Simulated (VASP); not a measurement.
A run of VASP 6.6.1:

File INCAR:

```
PREC = Accurate ; ENCUT = 500
EDIFF = 1E-6 ; ISMEAR = -1
SIGMA = 0.08 ; LREAL = F
LASPH = T ; NELM = 120
ALGO = Normal ; ISIF = 2
LWAVE = F ; LCHARG = F
GGA = PS ; NBANDS = 8
GGA_COMPAT = F
```

The input KPOINTS:

```
Automatic mesh
0
Gamma
  10 10 9
```

The input POSCAR:

```
P
1.0
    4.2586140990      0.0000000000      0.0000000000
    0.0000000000      4.2586140990      0.0000000000
    0.0000000000      0.0000000000      4.3633577502
P
1
Direct
    0.0000000000      0.0000000000      0.0000000000
```

Potentials or basis: VASP PAW PBE potentials, release 64 (P).

Run with:

```bash
$ cat potpaw_PBE.64/P/POTCAR > POTCAR
$ mpirun -np 1 vasp_std > vasp.out
```

Hardware: 1 thread of Intel(R) Xeon(R) 6975P-C (Granite Rapids), with other jobs on the host.

Estimate the wall time of this run.

Run time: 12 s on 1 thread of Intel(R) Xeon(R) 6975P-C (Granite Rapids), on a shared host, peak memory 0.19 GiB. Counts: scf iterations 12, k points 105.
